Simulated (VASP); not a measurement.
# TiC (Fm-3m) in VASP: further runs

TiC is run at these levels: PBEsol; tasks: vibrations by perturbation theory.

Everything below comes from runs of VASP 6.6.1. Logs are shortened: lines on timing, memory, paths and dates and some standing lists are left out, and cuts for length are marked.

## Step 1: The cell of the first run

The structure is cubic, space group Fm-3m (No. 225). The conventional cell has a = 4.258 Å, b = 4.258 Å, c = 4.258 Å, α = 90.00°, β = 90.00°, γ = 90.00°. Within 2.8 Å of Ti (site symmetry m-3m) lie 6 C at 2.13 Å. C (site symmetry m-3m) has 6 Ti at 2.13 Å within 2.8 Å.

## Step 2: Vibrations by perturbation theory, PBEsol

File INCAR:

```
SYSTEM = TiC
PREC = Accurate
ENCUT = 520
EDIFF = 1E-8
ISMEAR = -1
SIGMA = 0.15
LREAL = .FALSE.
LASPH = .TRUE.
NELM = 100
ALGO = Normal
ISIF = 2
LWAVE = .FALSE.
LCHARG = .FALSE.
GGA = PS
IBRION = 8
NSW = 1
```

File KPOINTS:

```
Automatic mesh
0
G
  16 16 16
  0 0 0
```

File POSCAR:

```
TiC
1.0
    0.0000000000      2.1290508631      2.1290508631
    2.1290508631      0.0000000000      2.1290508631
    2.1290508631      2.1290508631      0.0000000000
Ti C
1 1
Direct
    0.0000000000      0.0000000000      0.0000000000
    0.5000000000      0.5000000000      0.5000000000
```

Potentials or basis: VASP PAW PBE potentials, release 64 (Ti_sv, C).

Started as:

```sh
$ cat potpaw_PBE.64/Ti_sv/POTCAR potpaw_PBE.64/C/POTCAR > POTCAR
$ mpirun -np 1 vasp_std > vasp.out
```

OUTCAR:

```text
SYSTEM = TiC
   PREC = Accurate
   ENCUT = 520
   EDIFF = 1E-8
   ISMEAR = -1
   LREAL = .FALSE.
   LASPH = .TRUE.
   NELM = 100
   ISIF = 2
   GGA = PS
   IBRION = 8
   NSW = 1

 ion  position               nearest neighbor table
   1  0.000  0.000  0.000-   2 2.13   2 2.13   2 2.13   2 2.13   2 2.13   2 2.13
   2  0.500  0.500  0.500-   1 2.13   1 2.13   1 2.13   1 2.13   1 2.13   1 2.13

  LATTYP: Found a face centered cubic cell.
 ALAT       =     4.2581017262

  Lattice vectors:

 A1 = (   0.0000000000,   2.1290508631,   2.1290508631)
 A2 = (   2.1290508631,   0.0000000000,   2.1290508631)
 A3 = (   2.1290508631,   2.1290508631,   0.0000000000)

Analysis of symmetry for initial positions (statically):
=====================================================================
 Subroutine PRICEL returns:
 Original cell was already a primitive cell.

 Routine SETGRP: Setting up the symmetry group for a
 face centered cubic supercell.

 Subroutine GETGRP returns: Found 48 space group operations
 (whereof 48 operations were pure point group operations)
 out of a pool of 48 trial point group operations.

The static configuration has the point symmetry O_h .

Analysis of symmetry for dynamics (positions and initial velocities):
=====================================================================
 Subroutine PRICEL returns:
 Original cell was already a primitive cell.

 Routine SETGRP: Setting up the symmetry group for a
 face centered cubic supercell.

 Subroutine GETGRP returns: Found 48 space group operations
 (whereof 48 operations were pure point group operations)
 out of a pool of 48 trial point group operations.

The dynamic configuration has the point symmetry O_h .

 Subroutine INISYM returns: Found 48 space group operations
 (whereof 48 operations are pure point group operations),
 and found     1 'primitive' translations

[... 520 lines left out ...]
  external PRESSURE =      72.4435925 kB  Pullay stress =       0.0000000 kB

 VOLUME and BASIS-vectors are now :
 -----------------------------------------------------------------------------
  energy-cutoff  :      520.00
  volume of cell :       19.30
      direct lattice vectors                 reciprocal lattice vectors
     0.000000000  2.129050863  2.129050863    -0.234846433  0.234846433  0.234846433
     2.129050863  0.000000000  2.129050863     0.234846433 -0.234846433  0.234846433
     2.129050863  2.129050863  0.000000000     0.234846433  0.234846433 -0.234846433

 POSITION                                       TOTAL-FORCE (eV/Angst)
 -----------------------------------------------------------------------------------
      0.00000      0.00000      0.00000         0.000000      0.000000      0.000000
      2.12905      2.12905      2.12905        -0.000000     -0.000000     -0.000000
 -----------------------------------------------------------------------------------
    total drift:                                0.000000     -0.000000     -0.000000

  FREE ENERGIE OF THE ION-ELECTRON SYSTEM (eV)
  ---------------------------------------------------
  free  energy   TOTEN  =       -19.8021368453 eV

  energy  without entropy=      -19.7779984152  energy(sigma->0) =      -19.79006763

[... ionic steps 2 to 3 ...]

--------------------------------------- Ionic step        4  -------------------------------------------

------------------------ aborting loop because EDIFF is reached ----------------------------------------

[... ionic steps 5 to 6 ...]

--------------------------------------- Ionic step        7  -------------------------------------------

 Free energy of the ion-electron system (eV)
  ---------------------------------------------------
  ---------------------------------------------------
  free energy    TOTEN  =        -0.11847004 eV

  energy without entropy =       -0.11847004

------------------------ aborting loop because EDIFF is reached ----------------------------------------

 INTERNAL STRAIN TENSOR  FOR ION    2  DIRECTION 1   (eV/Angst):
 -----------------------------------------------------------------------------
    -0.01018 -0.00000  0.00000
    -0.00000  0.00392  0.00000
    -0.00000  0.00000  0.00392

 INTERNAL STRAIN TENSOR FOR ION    2 for displacements in x,y,z  (eV/Angst):
          X           Y           Z          XY          YZ          ZX
  --------------------------------------------------------------------------------
  x     0.00000     0.00000     0.00000     0.00000     0.00000     0.00000
  y     0.00000     0.00000     0.00000     0.00000     0.00000     0.00000
  z     0.00000     0.00000     0.00000     0.00000     0.00000     0.00000

 SECOND DERIVATIVES (NOT SYMMETRIZED)
 ------------------------------------
               1X          1Y          1Z          2X          2Y          2Z
  1X   -11.396156    0.000000    0.000000   11.396156    0.000000    0.000000
  1Y     0.000000  -11.396156    0.000000    0.000000   11.396156    0.000000
  1Z     0.000000    0.000000  -11.396156    0.000000    0.000000   11.396156
  2X    11.345697    0.000000    0.000000  -11.345697    0.000000    0.000000
  2Y     0.000000   11.345697    0.000000    0.000000  -11.345697    0.000000
  2Z     0.000000    0.000000   11.345697    0.000000    0.000000  -11.345697

 Eigenvectors and eigenvalues of the dynamical matrix
 ----------------------------------------------------

   1 f  =   17.000990 THz   106.820370 2PiTHz  567.091979 cm-1    70.310413 meV
             X         Y         Z           dx          dy          dz
      0.000000  0.000000  0.000000     0.000000    0.060916    0.444466
      2.129051  2.129051  2.129051     0.000000   -0.121355   -0.885445
[... 21 lines left out ...]
   6 f/i=    0.015124 THz     0.095026 2PiTHz    0.504479 cm-1     0.062547 meV
             X         Y         Z           dx          dy          dz
      0.000000  0.000000  0.000000     0.213623   -0.850757    0.171224
      2.129051  2.129051  2.129051     0.107232   -0.427053    0.085949

--------------------------------------------------------------------------------------------------------

 ELASTIC MODULI CONTR FROM IONIC RELAXATION (kBar)
 Direction    XX          YY          ZZ          XY          YZ          ZX
 --------------------------------------------------------------------------------
 XX           0.0000      0.0000      0.0000      0.0000      0.0000      0.0000
 YY           0.0000      0.0000      0.0000      0.0000      0.0000      0.0000
 ZZ           0.0000      0.0000      0.0000      0.0000      0.0000      0.0000
 XY           0.0000      0.0000      0.0000      0.0000      0.0000      0.0000
 YZ           0.0000      0.0000      0.0000      0.0000      0.0000      0.0000
 ZX           0.0000      0.0000      0.0000      0.0000      0.0000      0.0000
 --------------------------------------------------------------------------------
```

OSZICAR:

```text
N       E                     dE             d eps       ncg     rms          rms(c)
DAV:   1     0.118759589744E+03    0.11876E+03   -0.84896E+03  3480   0.161E+03
DAV:   2    -0.150375665234E+02   -0.13380E+03   -0.12731E+03  3580   0.383E+02
DAV:   3    -0.245826310284E+02   -0.95451E+01   -0.92058E+01  4460   0.971E+01
DAV:   4    -0.250682756140E+02   -0.48564E+00   -0.48489E+00  4580   0.210E+01
[... 57 lines left out ...]
RMM:  16    -0.118470022127E+00   -0.27267E-07   -0.35167E-07 19663   0.816E-05    0.377E-06
RMM:  17    -0.118470030276E+00   -0.81489E-08   -0.18662E-07 21007   0.479E-05    0.196E-06
RMM:  18    -0.118470034950E+00   -0.46738E-08   -0.12402E-07 19535   0.300E-05    0.104E-06
RMM:  19    -0.118470041031E+00   -0.60813E-08   -0.76016E-08 19504   0.209E-05    0.583E-07
 Linear response finished
```

stdout:

```text
POSCAR found type information on POSCAR TiC
 POSCAR found :  2 types and       2 ions
 scaLAPACK will be used
 -----------------------------------------------------------------------------
|                                                                             |
|                                                                             |
|     You enforced a specific xc type in the INCAR file but a different       |
|     I HOPE YOU KNOW WHAT YOU ARE DOING!                                     |
|                                                                             |
 -----------------------------------------------------------------------------

 LDA part: xc-table for (Slater+PW92), standard interpolation
 POSCAR, INCAR and KPOINTS ok, starting setup
 FFT: planning ... GRIDC
 FFT: planning ... GRID_SOFT
 FFT: planning ... GRID
 WAVECAR not read
 entering main loop
 Linear response reoptimize wavefunctions to high precision
 Linear response DOF=           2
 Linear response progress:
 first order change of Fermi-energy   0.89027E-04
 force on displaced ion       1 direction 1 : -11.396   0.000   0.000
 Linear response progress:
 first order change of Fermi-energy   0.24016E-03
 force on displaced ion       2 direction 1 : -11.346   0.000   0.000
 Linear response finished
```

Wall time 9.2 min (1 thread of Intel Xeon 8259CL, shared host); peak memory 0.34 GiB.

Results:

```yaml
Highest_phonon_frequency_at_Γ: 567 cm⁻¹
```

Phonon frequencies in cm⁻¹ (negative: imaginary):
```
              q point           frequencies
(0.000, 0.000, 0.000)  -1 -1 -1 567 567 567
```

Caveat: the cell stands under pressure or tension, which shifts response properties; the PAW data sets were made with another functional, which shifts forces and pressure a little.

## Step 3: Vibrations by perturbation theory, PBEsol (9.70 Å³/atom)

This run uses another cell than the first one, of 9.70 Å³/atom.

File INCAR:

```
ALGO = Normal
EDIFF = 1E-8
ENCUT = 520
GGA = PS
IBRION = 8
ISIF = 2
ISMEAR = -1
LASPH = T
LCHARG = F
LREAL = F
LWAVE = F
NELM = 60
NSW = 1
PREC = Accurate
SIGMA = 0.15
```

File KPOINTS:

```
k-points
0
Gamma
  16 16 16
```

File POSCAR:

```
TiC
1.0
    0.0000000000      2.1323919052      2.1323919052
    2.1323919052      0.0000000000      2.1323919052
    2.1323919052      2.1323919052      0.0000000000
Ti C
1 1
Direct
    0.0000000000      0.0000000000      0.0000000000
    0.5000000000      0.5000000000      0.5000000000
```

Potentials or basis: VASP PAW PBE potentials, release 64 (Ti_sv, C).

Started as:

```sh
$ cat potpaw_PBE.64/Ti_sv/POTCAR potpaw_PBE.64/C/POTCAR > POTCAR
$ mpirun -np 1 vasp_std > vasp.out
```

OUTCAR:

```text
EDIFF = 1E-8
   ENCUT = 520
   GGA = PS
   IBRION = 8
   ISIF = 2
   ISMEAR = -1
   LASPH = T
   LREAL = F
   NELM = 60
   NSW = 1
   PREC = Accurate

 ion  position               nearest neighbor table
   1  0.000  0.000  0.000-   2 2.13   2 2.13   2 2.13   2 2.13   2 2.13   2 2.13
   2  0.500  0.500  0.500-   1 2.13   1 2.13   1 2.13   1 2.13   1 2.13   1 2.13

  LATTYP: Found a face centered cubic cell.
 ALAT       =     4.2647838104

  Lattice vectors:

 A1 = (   0.0000000000,   2.1323919052,   2.1323919052)
 A2 = (   2.1323919052,   0.0000000000,   2.1323919052)
 A3 = (   2.1323919052,   2.1323919052,   0.0000000000)

Analysis of symmetry for initial positions (statically):
=====================================================================
 Subroutine PRICEL returns:
 Original cell was already a primitive cell.

 Routine SETGRP: Setting up the symmetry group for a
 face centered cubic supercell.
[... 587 lines left out ...]

 INTERNAL STRAIN TENSOR  FOR ION    2  DIRECTION 1   (eV/Angst):
 -----------------------------------------------------------------------------
    -0.01029 -0.00000  0.00000
     0.00000  0.00396 -0.00000
     0.00000 -0.00000  0.00396

 INTERNAL STRAIN TENSOR FOR ION    2 for displacements in x,y,z  (eV/Angst):
          X           Y           Z          XY          YZ          ZX
  --------------------------------------------------------------------------------
  x     0.00000     0.00000     0.00000     0.00000     0.00000     0.00000
  y     0.00000     0.00000     0.00000     0.00000     0.00000     0.00000
  z     0.00000     0.00000     0.00000     0.00000     0.00000     0.00000

 SECOND DERIVATIVES (NOT SYMMETRIZED)
 ------------------------------------
               1X          1Y          1Z          2X          2Y          2Z
  1X   -11.209994    0.000000    0.000000   11.209994    0.000000    0.000000
  1Y     0.000000  -11.209994    0.000000    0.000000   11.209994    0.000000
  1Z     0.000000    0.000000  -11.209994    0.000000    0.000000   11.209994
  2X    11.157842    0.000000    0.000000  -11.157842    0.000000    0.000000
  2Y     0.000000   11.157842    0.000000    0.000000  -11.157842    0.000000
  2Z     0.000000    0.000000   11.157842    0.000000    0.000000  -11.157842

 Eigenvectors and eigenvalues of the dynamical matrix
 ----------------------------------------------------

   1 f  =   16.860040 THz   105.934754 2PiTHz  562.390392 cm-1    69.727491 meV
             X         Y         Z           dx          dy          dz
      0.000000  0.000000  0.000000     0.000000    0.448661    0.000000
      2.132392  2.132392  2.132392     0.000000   -0.893702    0.000000
[... 21 lines left out ...]
   6 f/i=    0.015762 THz     0.099037 2PiTHz    0.525771 cm-1     0.065187 meV
             X         Y         Z           dx          dy          dz
      0.000000  0.000000  0.000000     0.000000    0.000000    0.893702
      2.132392  2.132392  2.132392     0.000000    0.000000    0.448661

--------------------------------------------------------------------------------------------------------

 ELASTIC MODULI CONTR FROM IONIC RELAXATION (kBar)
 Direction    XX          YY          ZZ          XY          YZ          ZX
 --------------------------------------------------------------------------------
 XX           0.0000      0.0000      0.0000      0.0000      0.0000      0.0000
 YY           0.0000      0.0000      0.0000      0.0000      0.0000      0.0000
 ZZ           0.0000      0.0000      0.0000      0.0000      0.0000      0.0000
 XY           0.0000      0.0000      0.0000      0.0000      0.0000      0.0000
 YZ           0.0000      0.0000      0.0000      0.0000      0.0000      0.0000
 ZX           0.0000      0.0000      0.0000      0.0000      0.0000      0.0000
 --------------------------------------------------------------------------------
```

OSZICAR:

```text
N       E                     dE             d eps       ncg     rms          rms(c)
DAV:   1     0.119455099329E+03    0.11946E+03   -0.84880E+03  3480   0.161E+03
DAV:   2    -0.150101991238E+02   -0.13447E+03   -0.12756E+03  3588   0.383E+02
DAV:   3    -0.246033060720E+02   -0.95931E+01   -0.91754E+01  4540   0.974E+01
DAV:   4    -0.250835836169E+02   -0.48028E+00   -0.47920E+00  4476   0.208E+01
[... 60 lines left out ...]
RMM:  16    -0.118386475686E+00   -0.10099E-07   -0.38709E-07 19924   0.701E-05    0.142E-06
RMM:  17    -0.118386479705E+00   -0.40188E-08   -0.16461E-07 20683   0.407E-05    0.212E-06
RMM:  18    -0.118386483470E+00   -0.37651E-08   -0.12647E-07 19239   0.244E-05    0.824E-07
RMM:  19    -0.118386488646E+00   -0.51765E-08   -0.61750E-08 19895   0.158E-05    0.392E-07
 Linear response finished
```

Run time: 8.6 min. Hardware: 1 thread of Intel Xeon 8259CL, shared host; peak memory 0.34 GiB.

Results:

```
Highest phonon frequency at Γ : 562 cm⁻¹
```

Phonon frequencies in cm⁻¹ (negative: imaginary):
```tsv
q point	frequencies
(0.000, 0.000, 0.000)	-1 -1 -1 562 562 562
```

Caveat: the cell stands under pressure or tension, which shifts response properties; the PAW data sets were made with another functional, which shifts forces and pressure a little.
